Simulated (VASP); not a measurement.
AlN, 2 atoms in the cell. It takes space group F-43m (No. 216, cubic). Conventional cell: a = 4.397 Å, b = 4.397 Å, c = 4.397 Å, α = 90.00°, β = 90.00°, γ = 90.00°. Within 2.5 Å of Al (site symmetry -43m) lie 4 N at 1.90 Å. N (site symmetry -43m) has 4 Al at 1.90 Å within 2.5 Å. 

- Program: VASP 6.6.1
- Task: single point
- Functional: r2SCAN
- Dispersion: D3(BJ)
- Potentials or basis: VASP PAW PBE potentials, release 64 (Al, N)
- Cutoff: 520 eV
- k mesh: 10 × 10 × 10
- Occupations: fermi-dirac, width 0.05 eV
- Spin: no spin polarisation
- Dipole correction: no
- Further INCAR settings: ALGO = Normal; EDIFF = 1e-06; NBANDS = 11

Potentials or basis: VASP PAW PBE potentials, release 64 (Al, N).

Run with:

```bash
$ cat potpaw_PBE.64/Al/POTCAR potpaw_PBE.64/N/POTCAR > POTCAR
$ cp INCAR.step1 INCAR
$ mpirun -np 1 vasp_std > vasp.out
$ cp INCAR.step2 INCAR
$ mpirun -np 1 vasp_std > vasp.out
```

Hardware: 1 thread of Intel(R) Xeon(R) Platinum 8375C CPU @ 2.90GHz (Ice Lake), with other jobs on the host.

Task: How long does it take, and how much memory?

Result: Run time: 24 s on 1 thread of Intel(R) Xeon(R) Platinum 8375C CPU @ 2.90GHz (Ice Lake), on a shared host, peak memory 0.15 GiB. Counts: k points 47.
